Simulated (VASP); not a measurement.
# Ir (Fm-3m) in VASP: notebook, part 2 of 2

VASP 6.6.1. The steps go on from the part before.

## Step 3: Relaxation of cell and atoms, PBEsol

This run uses another cell than the first one, of 14.06 Å³/atom, 0.997 times its volume.

INCAR reads:

```
SYSTEM = Ir
ALGO = Normal
EDIFF = 1E-6
EDIFFG = -0.02
ENCUT = 600
GGA = PS
IBRION = 2
ISIF = 3
ISMEAR = 0
LASPH = .TRUE.
LCHARG = .FALSE.
LREAL = .FALSE.
LWAVE = .FALSE.
NELM = 60
NSW = 60
PREC = Accurate
SIGMA = 0.05
```

KPOINTS reads:

```
k-points
0
G
  8 8 8
  0 0 0
```

POSCAR reads:

```
Ir
1.0
    0.0000000000      1.9156000000      1.9156000000
    1.9156000000      0.0000000000      1.9156000000
    1.9156000000      1.9156000000      0.0000000000
Ir
1
Direct
    0.0000000000      0.0000000000      0.0000000000
```

Potentials or basis: VASP PAW PBE potentials, release 64 (Ir).

The run is started by

```console
cat potpaw_PBE.64/Ir/POTCAR > POTCAR
mpirun -np 1 vasp_std > vasp.out
```

OUTCAR:

```text
SYSTEM = Ir
   EDIFF = 1E-6
   EDIFFG = -0.02
   ENCUT = 600
   GGA = PS
   IBRION = 2
   ISIF = 3
   ISMEAR = 0
   LASPH = .TRUE.
   LREAL = .FALSE.
   NELM = 60
   NSW = 60
   PREC = Accurate

 ion  position               nearest neighbor table
   1  0.000  0.000  0.000-

  LATTYP: Found a face centered cubic cell.
 ALAT       =     3.8312000000

  Lattice vectors:

 A1 = (   0.0000000000,   1.9156000000,   1.9156000000)
 A2 = (   1.9156000000,   0.0000000000,   1.9156000000)
 A3 = (   1.9156000000,   1.9156000000,   0.0000000000)

Analysis of symmetry for initial positions (statically):
=====================================================================
 Subroutine PRICEL returns:
 Original cell was already a primitive cell.

 Routine SETGRP: Setting up the symmetry group for a
 face centered cubic supercell.

 Subroutine GETGRP returns: Found 48 space group operations
 (whereof 48 operations were pure point group operations)
 out of a pool of 48 trial point group operations.

The static configuration has the point symmetry O_h .

Analysis of symmetry for dynamics (positions and initial velocities):
=====================================================================
 Subroutine PRICEL returns:
 Original cell was already a primitive cell.

 Routine SETGRP: Setting up the symmetry group for a
 face centered cubic supercell.

 Subroutine GETGRP returns: Found 48 space group operations
 (whereof 48 operations were pure point group operations)
 out of a pool of 48 trial point group operations.

The dynamic configuration has the point symmetry O_h .

 Subroutine INISYM returns: Found 48 space group operations
 (whereof 48 operations are pure point group operations),
 and found     1 'primitive' translations

----------------------------------------------------------------------------------------

                                     Primitive cell

  volume of cell :      14.0587

  direct lattice vectors                    reciprocal lattice vectors
     0.000000000  1.915600000  1.915600000    -0.261014826  0.261014826  0.261014826
     1.915600000  0.000000000  1.915600000     0.261014826 -0.261014826  0.261014826
     1.915600000  1.915600000  0.000000000     0.261014826  0.261014826 -0.261014826

  length of vectors
     2.709067500  2.709067500  2.709067500     0.452090940  0.452090940  0.452090940

  position of ions in fractional coordinates (direct lattice)
     0.000000000  0.000000000  0.000000000

  ion indices of the primitive-cell ions
   primitive index   ion index
                 1           1

----------------------------------------------------------------------------------------

 KPOINTS: k-points

Automatic generation of k-mesh.
 Grid dimensions read from file:
 generate k-points for:    8    8    8

 Generating k-lattice:

  Cartesian coordinates                     Fractional coordinates (reciprocal lattice)
    -0.032626853  0.032626853  0.032626853     0.125000000  0.000000000  0.000000000
     0.032626853 -0.032626853  0.032626853     0.000000000  0.125000000  0.000000000
     0.032626853  0.032626853 -0.032626853     0.000000000  0.000000000  0.125000000

  Length of vectors
     0.056511367  0.056511367  0.056511367

  Shift w.r.t. Gamma in fractional coordinates (k-lattice)
     0.000000000  0.000000000  0.000000000

 Subroutine IBZKPT returns following result:
 ===========================================

 Found     29 irreducible k-points:

 Following reciprocal coordinates:
            Coordinates               Weight
  0.000000  0.000000  0.000000      1.000000
  0.125000  0.000000  0.000000      8.000000
  0.250000  0.000000  0.000000      8.000000
  0.375000  0.000000  0.000000      8.000000
  0.500000  0.000000  0.000000      4.000000
  0.125000  0.125000  0.000000      6.000000
[... 16 lines left out ...]
  0.500000  0.250000  0.125000     48.000000
 -0.375000  0.250000  0.125000     24.000000
 [... further k-points ...]
   k-points           NKPTS =     29   k-points in BZ     NKDIM =     29   number of bands    NBANDS=      8
   number of dos      NEDOS =    301   number of ions     NIONS =      1
   total plane-waves  NPLWV =  13824
   dimension x,y,z NGX =    24 NGY =   24 NGZ =   24
   dimension x,y,z NGXF=    48 NGYF=   48 NGZF=   48
   ions per type =               1
   NGX,Y,Z   is equivalent  to a cutoff of  14.73, 14.73, 14.73 a.u.
   NGXF,Y,Z  is equivalent  to a cutoff of  29.46, 29.46, 29.46 a.u.
 SYSTEM =  Ir
   PREC   = accura    normal or accurate (medium, high low for compatibility)
   ISTART =      0    job   : 0-new  1-cont  2-samecut
   ICHARG =      2    charge: 1-file 2-atom 10-const
   ISPIN  =      1    spin polarized calculation?
   LNONCOLLINEAR =      F non collinear calculations
   LSORBIT =      F    spin-orbit coupling
   LASPH  =      T    aspherical Exc in radial PAW
   ENCUT  =  600.0 eV  44.10 Ry    6.64 a.u.   5.41  5.41  5.41*2*pi/ulx,y,z
   NELM   =     60;   NELMIN=  2; NELMDL= -5     # of ELM steps
   EDIFF  = 0.1E-05   stopping-criterion for ELM
   LREAL  =      F    real-space projection
   EDIFFG = -.2E-01   stopping-criterion for IOM
   NSW    =     60    number of steps for IOM
   IBRION =      2    ionic relax: 0-MD 1-quasi-New 2-CG
   NFREE  =      1    steps in history (QN), initial steepest desc. (CG)
   ISIF   =      3    stress and relaxation
   ISYM   =      2    0-nonsym 1-usesym 2-fastsym
   POTIM  = 0.5000    time-step for ionic-motion
   TEBEG  =    0.0;   TEEND  =   0.0 temperature during run
   PSTRESS=    0.0 pullay stress
   NELECT =       9.0000    total number of electrons
   NUPDOWN=      -1.0000    fix difference up-down
   EMIN   =  10.00;   EMAX   =-10.00  energy-range for DOS
   EFERMI =   0.00;   METHOD = LEGACY
   ISMEAR =     0;   SIGMA  =   0.05  broadening in eV -4-tet -1-fermi 0-gaus
   EFERMI_NEDOS =   21; number of points for ismear=-14 and -15
   IALGO  =     38    algorithm
   IMIX   =      4    mixing-type and parameters
     AMIX     =   0.40;   BMIX     =  1.00
     AMIX_MAG =   1.60;   BMIX_MAG =  1.00
  volume/ion in A,a.u.               =      14.06        94.87
  Fermi-wavevector in a.u.,A,eV,Ry     =   1.410937  2.666284 27.085691  1.990742
  Thomas-Fermi vector in A             =   2.532839
   LORBIT       =      0    0 simple, 1 ext, 2 COOP (PROOUT), +10 PAW based schemes
   GGA     = PS    functional components
   LHFCALC =     F    Hartree Fock is set to
   AEXX    =    0.0000 exact exchange contribution
   IVDW    =     0    specifies the selected vdW correction
   LEPSILON=     F    determine dielectric tensor
   LRPA    =     F    only Hartree local field effects (RPA)
 conjugate gradient relaxation of ions
 non-spin polarized calculation
 Gauss-broadening in eV      SIGMA  =   0.05
  energy-cutoff  :      600.00
  volume of cell :       14.06
 maximum number of plane-waves:       489
 NGX is ok and might be reduce to    24
   NGX = 11   NGY = 11   NGZ = 11

--------------------------------------- Ionic step        1  -------------------------------------------

 number of electron       9.0000000 magnetization

 Free energy of the ion-electron system (eV)
  ---------------------------------------------------
  ext. energy  EPLUGINS =         0.00000000
  ---------------------------------------------------
  free energy    TOTEN  =        -9.74242671 eV

  energy without entropy =       -9.74015214  energy(sigma->0) =       -9.74128942

------------------------ aborting loop because EDIFF is reached ----------------------------------------

  FORCE on cell =-STRESS in cart. coord.  units (eV):
  Direction    XX          YY          ZZ          XY          YZ          ZX
  --------------------------------------------------------------------------------------
  -------------------------------------------------------------------------------------
  Total        0.1953314      0.1953314      0.1953314      0.0000000      0.0000000      0.0000000
  in kB       22.2606657     22.2606657     22.2606657      0.0000000      0.0000000      0.0000000
  external PRESSURE =      22.2606657 kB  Pullay stress =       0.0000000 kB
[... 20 lines left out ...]
  energy  without entropy=       -9.7401521373  energy(sigma->0) =       -9.74128942

--------------------------------------- Ionic step        2  -------------------------------------------

 number of electron       9.0000000 magnetization

 E-fermi :   9.9240     XC(G=0): -13.9723

 val. band max:        9.8806092368   @ k =  -0.3750   0.1250   0.0000
 cond. band min:       9.9414682405   @ k =  -0.3750   0.2500   0.0000
 fundamental gap:      0.0608590037
 Fermi energy:         9.9240085886

 k-point     1 :       0.0000    0.0000    0.0000
  band No.  band energies     occupation
      1      -1.0859      2.00000
      2       6.0935      2.00000
      3       6.0935      2.00000
      4       6.0935      2.00000
      5       8.7332      2.00000
      6       8.7332      2.00000
      7      24.2124      0.00000
      8      29.6804      0.00000
[... 285 lines left out ...]
  energy  without entropy=       -9.7322631859  energy(sigma->0) =       -9.73341800

--------------------------------------- Ionic step        3  -------------------------------------------

 number of electron       9.0000000 magnetization

 Free energy of the ion-electron system (eV)
  ---------------------------------------------------
  ext. energy  EPLUGINS =         0.00000000
  ---------------------------------------------------
  free energy    TOTEN  =        -9.74297551 eV

  energy without entropy =       -9.74069339  energy(sigma->0) =       -9.74183445

 E-fermi :  10.3138     XC(G=0): -14.1035

 val. band max:       10.2694934341   @ k =  -0.3750   0.1250   0.0000
 cond. band min:      10.3328518875   @ k =  -0.3750   0.2500   0.0000
 fundamental gap:      0.0633584534
 Fermi energy:        10.3138324471

 k-point     1 :       0.0000    0.0000    0.0000
  band No.  band energies     occupation
      1      -0.9415      2.00000
      2       6.3481      2.00000
      3       6.3481      2.00000
      4       6.3481      2.00000
      5       9.0833      2.00000
      6       9.0833      2.00000
      7      24.5558      0.00000
      8      30.1583      0.00000
[... 281 lines left out ...]
  FREE ENERGIE OF THE ION-ELECTRON SYSTEM (eV)
  ---------------------------------------------------
  free  energy   TOTEN  =        -9.7429755056 eV

  energy  without entropy=       -9.7406933874  energy(sigma->0) =       -9.74183445

 reached required accuracy - stopping structural energy minimisation
```

OSZICAR:

```text
N       E                     dE             d eps       ncg     rms          rms(c)
DAV:   1     0.467485087879E+02    0.46749E+02   -0.50420E+03   472   0.116E+03
DAV:   2    -0.968691160105E+01   -0.56435E+02   -0.54785E+02   472   0.215E+02
DAV:   3    -0.103676336130E+02   -0.68072E+00   -0.68035E+00   664   0.323E+01
[... 22 lines left out ...]
DAV:   3    -0.974294662522E+01    0.24185E-02   -0.10873E-02   544   0.133E+00    0.140E-01
DAV:   4    -0.974296889159E+01   -0.22266E-04   -0.22321E-04   600   0.148E-01    0.110E-02
DAV:   5    -0.974297399839E+01   -0.51068E-05   -0.34054E-06   608   0.146E-02    0.413E-03
DAV:   6    -0.974297549911E+01   -0.15007E-05   -0.69942E-07   344   0.543E-03    0.336E-04
DAV:   7    -0.974297550563E+01   -0.65221E-08   -0.20654E-08   256   0.169E-03
   3 F= -.97429755E+01 E0= -.97418344E+01  d E =-.548800E-03
```

CONTCAR:

```text
Ir
   1.00000000000000
     0.0000000000000000    1.9192580164526827    1.9192580164526827
     1.9192580164526827   -0.0000000000000000    1.9192580164526827
     1.9192580164526827    1.9192580164526827   -0.0000000000000000
  Ir
     1
Direct
     0.0000000000000000    0.0000000000000000    0.0000000000000000

  0.00000000E+00  0.00000000E+00  0.00000000E+00
```

It took 15 s on 1 thread of Intel Xeon Platinum 8259CL at 2.50GHz (Skylake/Cascade Lake), shared host; peak memory 0.15 GiB.

What came out:

- Free energy: -9.7430 eV
- Relaxed volume: 14.14 Å³/atom
- Relaxed cell: a = 2.714 Å, b = 2.714 Å, c = 2.714 Å, α = 60.00°, β = 60.00°, γ = 60.00°
- Space group after relaxing (to 0.05 Å): Fm-3m (No. 225)
- Energy gained by relaxing: 0.5 meV/atom
- Ionic steps: 3
- Pressure after relaxing: 0.0 GPa

Step by step:
```tsv
step	energy change (eV)	largest force (eV/Å)	pressure (GPa)	volume (Å³)
1	0.0000	0.0000	2.23	14.06
2	0.0079	0.0000	-8.18	14.46
3	-0.0005	0.0000	-0.01	14.14
```

Final structure:
```xyz
1
Lattice="0.0000 1.9193 1.9193 1.9193 0.0000 1.9193 1.9193 1.9193 0.0000" Properties=species:S:1:pos:R:3 pbc="T T T"
Ir    0.0000    0.0000    0.0000
```

Levels at points of the mesh, in eV from the Fermi level:
```tsv
k point	band 1	band 2	band 3	band 4	band 5	band 6	band 7	band 8
(0.00, 0.00, 0.00)	-11.26	-3.97	-3.97	-3.97	-1.23	-1.23	14.24	19.84
(0.50, 0.00, 0.00)	-8.21	-4.05	-4.05	-0.88	0.85	0.85	7.18	13.79
(0.50, 0.50, 0.00)	-7.99	-7.44	0.84	1.42	1.42	1.58	10.42	11.61
```

Caveat: the PAW data sets were made with another functional, which shifts forces and pressure a little; spin-orbit coupling is left out, which moves the levels of the heavy elements. Zero-point motion and thermal expansion aren't in these numbers.
